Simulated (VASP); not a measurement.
# AlNi3 (Pm-3m) in VASP: single point with PBE

Aim: the single point of AlNi3 with PBE.

All numbers are computed with VASP 6.6.1; they aren't measurements. Logs are shortened: lines on timing, memory, paths and dates and some standing lists are left out, and cuts for length are marked.

## 1. The cell of the first run

It takes space group Pm-3m (No. 221, cubic). Conventional cell: a = 3.567 Å, b = 3.567 Å, c = 3.567 Å, α = 90.00°, β = 90.00°, γ = 90.00°. Within 3.3 Å of Al (site symmetry m-3m) lie 12 Ni at 2.52 Å. Ni (site symmetry 4/mmm) has 4 Al at 2.52 Å and 8 Ni at 2.52 Å within 3.3 Å.

## 2. Single point, PBE, collinear spin, ferromagnetic start

The input, POSCAR:

```
AlNi3
1.0
    3.5665891577      0.0000000000      0.0000000000
    0.0000000000      3.5665891577      0.0000000000
    0.0000000000      0.0000000000      3.5665891577
Al Ni
1 3
Direct
    0.0000000000      0.0000000000      0.0000000000
    0.0000000000      0.5000000000      0.5000000000
    0.5000000000      0.0000000000      0.5000000000
    0.5000000000      0.5000000000      0.0000000000
```

The input, INCAR.step1:

```
PREC = Accurate ; ENCUT = 520
EDIFF = 1E-6 ; ISMEAR = 0
SIGMA = 0.05 ; LREAL = F
LASPH = T ; NELM = 150
ALGO = Fast ; ISIF = 2
LWAVE = F ; LCHARG = T
ISPIN = 2 ; MAGMOM = 0 0.31 0.31 0.31
LMAXMIX = 4 ; GGA = PE
NBANDS = 28 ; LUSENCCL = F
```

The input, KPOINTS.step1:

```
Automatic mesh
0
Gamma
  12 12 12
```

The input, INCAR.step2:

```
PREC = Accurate ; ENCUT = 520
EDIFF = 1E-6 ; ISMEAR = -5
SIGMA = 0.05 ; LREAL = F
LASPH = T ; NELM = 150
ALGO = Fast ; ISIF = 2
LWAVE = F ; LCHARG = F
ISPIN = 2 ; MAGMOM = 0 0.31 0.31 0.31
LORBIT = 11 ; LMAXMIX = 4
GGA = PE ; NBANDS = 28
NEDOS = 1001 ; ICHARG = 11
LUSENCCL = F
```

The input, KPOINTS.step2:

```
Automatic mesh
0
Gamma
  18 18 18
```

Potentials or basis: VASP PAW PBE potentials, release 64 (Al, Ni).

Launch:

```bash
cat potpaw_PBE.64/Al/POTCAR potpaw_PBE.64/Ni/POTCAR > POTCAR
cp INCAR.step1 INCAR
cp KPOINTS.step1 KPOINTS
mpirun -np 1 vasp_std > vasp.out
cp INCAR.step2 INCAR
cp KPOINTS.step2 KPOINTS
mpirun -np 1 vasp_std > vasp.out
```

OUTCAR:

```text
PREC = Accurate
   ENCUT = 520
   EDIFF = 1E-6
   ISMEAR = -5
   LREAL = F
   LASPH = T
   NELM = 150
   ISIF = 2
   ISPIN = 2
   LORBIT = 11
   GGA = PE
   ICHARG = 11

 ion  position               nearest neighbor table
   1  0.000  0.000  0.000-   2 2.52   3 2.52   4 2.52   2 2.52   3 2.52   2 2.52   4 2.52   2 2.52
                             3 2.52   4 2.52   3 2.52   4 2.52
   2  0.000  0.500  0.500-   1 2.52   3 2.52   4 2.52   1 2.52   4 2.52   1 2.52   3 2.52   1 2.52
                             3 2.52   4 2.52   4 2.52   3 2.52
   3  0.500  0.000  0.500-   1 2.52   2 2.52   4 2.52   1 2.52   4 2.52   2 2.52   4 2.52   4 2.52
                             1 2.52   2 2.52   1 2.52   2 2.52
   4  0.500  0.500  0.000-   1 2.52   2 2.52   3 2.52   2 2.52   3 2.52   1 2.52   3 2.52   3 2.52
                             1 2.52   2 2.52   2 2.52   1 2.52

  LATTYP: Found a simple cubic cell.
 ALAT       =     3.5665891577

  Lattice vectors:

 A1 = (   3.5665891577,   0.0000000000,   0.0000000000)
 A2 = (   0.0000000000,   3.5665891577,   0.0000000000)
 A3 = (   0.0000000000,   0.0000000000,   3.5665891577)

Analysis of symmetry for initial positions (statically):
=====================================================================
 Subroutine PRICEL returns:
 Original cell was already a primitive cell.

 Routine SETGRP: Setting up the symmetry group for a
 simple cubic supercell.

 Subroutine GETGRP returns: Found 48 space group operations
 (whereof 48 operations were pure point group operations)
 out of a pool of 48 trial point group operations.

The static configuration has the point symmetry O_h .

Analysis of symmetry for dynamics (positions and initial velocities):
=====================================================================
 Subroutine PRICEL returns:
 Original cell was already a primitive cell.

 Routine SETGRP: Setting up the symmetry group for a
 simple cubic supercell.

 Subroutine GETGRP returns: Found 48 space group operations
 (whereof 48 operations were pure point group operations)
 out of a pool of 48 trial point group operations.

The dynamic configuration has the point symmetry O_h .

Analysis of structural, dynamic, and magnetic symmetry:
=====================================================================
 Subroutine PRICEL returns:
 Original cell was already a primitive cell.

 Routine SETGRP: Setting up the symmetry group for a
 simple cubic supercell.

 Subroutine GETGRP returns: Found 48 space group operations
 (whereof 48 operations were pure point group operations)
 out of a pool of 48 trial point group operations.

The overall configuration has the point symmetry O_h .

 Subroutine INISYM returns: Found 48 space group operations
 (whereof 48 operations are pure point group operations),
 and found     1 'primitive' translations

----------------------------------------------------------------------------------------

                                     Primitive cell

  volume of cell :      45.3690

  direct lattice vectors                    reciprocal lattice vectors
     3.566589158  0.000000000  0.000000000     0.280379925  0.000000000  0.000000000
     0.000000000  3.566589158  0.000000000     0.000000000  0.280379925  0.000000000
     0.000000000  0.000000000  3.566589158     0.000000000  0.000000000  0.280379925

  length of vectors
     3.566589158  3.566589158  3.566589158     0.280379925  0.280379925  0.280379925

  position of ions in fractional coordinates (direct lattice)
     0.000000000  0.000000000  0.000000000
     0.000000000  0.500000000  0.500000000
     0.500000000  0.000000000  0.500000000
     0.500000000  0.500000000  0.000000000

  ion indices of the primitive-cell ions
   primitive index   ion index
                 1           1
                 2           2
                 3           3
                 4           4

----------------------------------------------------------------------------------------

 KPOINTS: Automatic mesh

Automatic generation of k-mesh.
 Grid dimensions read from file:
 generate k-points for:   18   18   18

 Generating k-lattice:

  Cartesian coordinates                     Fractional coordinates (reciprocal lattice)
     0.015576662  0.000000000  0.000000000     0.055555556  0.000000000  0.000000000
     0.000000000  0.015576662  0.000000000     0.000000000  0.055555556  0.000000000
     0.000000000  0.000000000  0.015576662     0.000000000  0.000000000  0.055555556

  Length of vectors
     0.015576662  0.015576662  0.015576662

  Shift w.r.t. Gamma in fractional coordinates (k-lattice)
     0.000000000  0.000000000  0.000000000

 TETIRR: Found   2900 inequivalent tetrahedra from    34992

 Subroutine IBZKPT returns following result:
 ===========================================

 Found    220 irreducible k-points:

 Following reciprocal coordinates:
            Coordinates               Weight
  0.000000  0.000000  0.000000      1.000000
  0.055556  0.000000  0.000000      6.000000
  0.111111  0.000000  0.000000      6.000000
  0.166667  0.000000  0.000000      6.000000
  0.222222  0.000000  0.000000      6.000000
  0.277778  0.000000  0.000000      6.000000
[... 16 lines left out ...]
  0.277778  0.111111  0.000000     24.000000
  0.333333  0.111111  0.000000     24.000000
 [... further k-points ...]
   k-points           NKPTS =    220   k-points in BZ     NKDIM =    220   number of bands    NBANDS=     28
   number of dos      NEDOS =   1001   number of ions     NIONS =      4
   total plane-waves  NPLWV =  21952
   dimension x,y,z NGX =    28 NGY =   28 NGZ =   28
   dimension x,y,z NGXF=    56 NGYF=   56 NGZF=   56
   ions per type =               1   3
   NGX,Y,Z   is equivalent  to a cutoff of  13.05, 13.05, 13.05 a.u.
   NGXF,Y,Z  is equivalent  to a cutoff of  26.10, 26.10, 26.10 a.u.
 SYSTEM =  unknown system
   PREC   = accura    normal or accurate (medium, high low for compatibility)
   ISTART =      0    job   : 0-new  1-cont  2-samecut
   ICHARG =     11    charge: 1-file 2-atom 10-const
   ISPIN  =      2    spin polarized calculation?
   LNONCOLLINEAR =      F non collinear calculations
   LSORBIT =      F    spin-orbit coupling
   LASPH  =      T    aspherical Exc in radial PAW
   ENCUT  =  520.0 eV  38.22 Ry    6.18 a.u.   6.63  6.63  6.63*2*pi/ulx,y,z
   NELM   =    150;   NELMIN=  2; NELMDL=  0     # of ELM steps
   EDIFF  = 0.1E-05   stopping-criterion for ELM
   LREAL  =      F    real-space projection
[... 7 lines left out ...]
   TEBEG  =    0.0;   TEEND  =   0.0 temperature during run
   PSTRESS=    0.0 pullay stress
   NELECT =      33.0000    total number of electrons
   NUPDOWN=      -1.0000    fix difference up-down
   EMIN   =  10.00;   EMAX   =-10.00  energy-range for DOS
   EFERMI =   0.00;   METHOD = LEGACY
   ISMEAR =    -5;   SIGMA  =   0.05  broadening in eV -4-tet -1-fermi 0-gaus
   EFERMI_NEDOS =   21; number of points for ismear=-14 and -15
   IALGO  =     68    algorithm
   IMIX   =      4    mixing-type and parameters
     AMIX     =   0.40;   BMIX     =  1.00
     AMIX_MAG =   1.60;   BMIX_MAG =  1.00
  volume/ion in A,a.u.               =      11.34        76.54
  Fermi-wavevector in a.u.,A,eV,Ry     =   1.472289  2.782223 29.492462  2.167635
  Thomas-Fermi vector in A             =   2.587322
   LORBIT       =     11    0 simple, 1 ext, 2 COOP (PROOUT), +10 PAW based schemes
   GGA     = PE    functional components
   LHFCALC =     F    Hartree Fock is set to
   AEXX    =    0.0000 exact exchange contribution
   IVDW    =     0    specifies the selected vdW correction
   LEPSILON=     F    determine dielectric tensor
   LRPA    =     F    only Hartree local field effects (RPA)
 spin polarized calculation
 RMM-DIIS sequential band-by-band and
 Fermi weights with tetrahedron method with Bloechl corrections
  energy-cutoff  :      520.00
  volume of cell :       45.37
 maximum number of plane-waves:      1242
 NGX is ok and might be reduce to    28

 number of electron      33.0000019 magnetization       0.7253812

 Free energy of the ion-electron system (eV)
  ---------------------------------------------------
  ext. energy  EPLUGINS =         0.00000000
  ---------------------------------------------------
  free energy    TOTEN  =       -21.89662016 eV

  energy without entropy =      -21.89662016  energy(sigma->0) =      -21.89662016

 E-fermi :   9.4384     XC(G=0): -12.6558

 val. band max:        9.4539291949   @ k =   0.2778   0.2778   0.1111
 cond. band min:       9.3987525017   @ k =   0.1667   0.0556   0.0000
 fundamental gap:     -0.0551766933
 Fermi energy:         9.4383896064

 spin component 1

 k-point     1 :       0.0000    0.0000    0.0000
  band No.  band energies     occupation
      1      -0.4842      1.00000
      2       5.1648      1.00000
      3       5.8218      1.00000
      4       5.8218      1.00000
      5       6.1623      1.00000
      6       6.1623      1.00000
[... 20 lines left out ...]
     27      23.3226      0.00000
[... 691 lines left out ...]
      6       6.5217      1.00000
[... 20 lines left out ...]
     27      22.2516      0.00000
     28      23.6180      0.00000

 [... further k-points ...]

 spin component 2

 k-point     1 :       0.0000    0.0000    0.0000
  band No.  band energies     occupation
      1      -0.5164      1.00000
      2       5.2429      1.00000
      3       5.9767      1.00000
      4       5.9767      1.00000
      5       6.4572      1.00000
      6       6.4572      1.00000
[... 20 lines left out ...]
     27      23.3195      0.00000
[... 691 lines left out ...]
      6       6.7443      1.00000
[... 20 lines left out ...]
     27      22.2633      0.00000
     28      23.6249      0.00000

 [... further k-points ...]

------------------------ aborting loop because EDIFF is reached ----------------------------------------

  FORCE on cell =-STRESS in cart. coord.  units (eV):
  Direction    XX          YY          ZZ          XY          YZ          ZX
  --------------------------------------------------------------------------------------
  -------------------------------------------------------------------------------------
  Total       -0.3257295     -0.3257295     -0.3257295      0.0000000     -0.0000000      0.0000000
  in kB      -11.5029283    -11.5029283    -11.5029283      0.0000000     -0.0000000      0.0000000
  external PRESSURE =     -11.5029283 kB  Pullay stress =       0.0000000 kB

 VOLUME and BASIS-vectors are now :
 -----------------------------------------------------------------------------
  energy-cutoff  :      520.00
  volume of cell :       45.37
      direct lattice vectors                 reciprocal lattice vectors
     3.566589158  0.000000000  0.000000000     0.280379925  0.000000000  0.000000000
     0.000000000  3.566589158  0.000000000     0.000000000  0.280379925  0.000000000
     0.000000000  0.000000000  3.566589158     0.000000000  0.000000000  0.280379925

 POSITION                                       TOTAL-FORCE (eV/Angst)
 -----------------------------------------------------------------------------------
      0.00000      0.00000      0.00000         0.000000      0.000000      0.000000
      0.00000      1.78329      1.78329         0.000000      0.000000      0.000000
      1.78329      0.00000      1.78329         0.000000      0.000000      0.000000
      1.78329      1.78329      0.00000         0.000000      0.000000      0.000000
 -----------------------------------------------------------------------------------
    total drift:                                0.000000      0.000000      0.000000

  FREE ENERGIE OF THE ION-ELECTRON SYSTEM (eV)
  ---------------------------------------------------
  free  energy   TOTEN  =       -21.8966201647 eV

  energy  without entropy=      -21.8966201647  energy(sigma->0) =      -21.89662016

 total charge

# of ion       s       p       d       tot
------------------------------------------
    1        0.408   0.390   0.000   0.798
    2        0.491   0.513   8.376   9.379
    3        0.491   0.513   8.376   9.379
    4        0.491   0.513   8.376   9.379
--------------------------------------------------
tot          1.881   1.928  25.127  28.936

 magnetization (x)

# of ion       s       p       d       tot
------------------------------------------
    1       -0.001  -0.008   0.000  -0.009
    2       -0.003  -0.010   0.276   0.262
    3       -0.003  -0.010   0.276   0.262
    4       -0.003  -0.010   0.276   0.262
--------------------------------------------------
tot         -0.010  -0.039   0.827   0.778
```

Run time: 23 min. Hardware: 1 × NVIDIA H100 80GB with 1 thread of AMD EPYC 7R13 (Zen 3), shared host; peak memory 1.6 GiB.

Results:

* Net moment: 0.73 μB per cell
* Site moments: Al -0.01; Ni +0.26 μB
* Valence electrons inside the program's atomic spheres: Al 0.80; Ni 9.38
